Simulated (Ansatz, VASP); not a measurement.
**BaTiO3 in VASP and in Ansatz**

```xyz
5
Lattice="2.8631 1.6530 2.3563 -2.8631 1.6530 2.3563 0.0000 -3.3060 2.3563" Properties=species:S:1:pos:R:3 pbc="T T T"
Ba    0.0000    0.0000    0.0350
Ti    0.0000    0.0000    3.6701
O     0.0000   -1.6179    4.6055
O    -1.4011    0.8089    4.6055
O     1.4011    0.8089    4.6055
```

Alike in both runs: functional PBE; k mesh 6 × 6 × 6; occupations gaussian, width 0.02 eV; no spin polarisation.

Ansatz relaxed the structure, and its values are those at the end. VASP's run is a single point on that final structure, the one shown.

```csv
,VASP,Ansatz
version,VASP 6.6.1,Ansatz 0.2.0
potentials or method,"VASP PAW PBE potentials, release 64 (Ba_sv, Ti_sv, O_h), cutoff 910 eV","scalar-relativistic, plane waves, PAW"
valence electrons in the cell,40,40
```

```csv
,VASP,Ansatz,Ansatz less VASP
gap on the k mesh at the Fermi level (eV),2.59,2.63,+0.040
least direct gap on the mesh (eV),3.12,3.13,+0.006
rms of the force components (eV/Å),0.023,0.001,-0.0228
```

Spin-orbit coupling is off throughout. Noted on VASP's run: the cutoff is short for stress, so the pressure is rough.
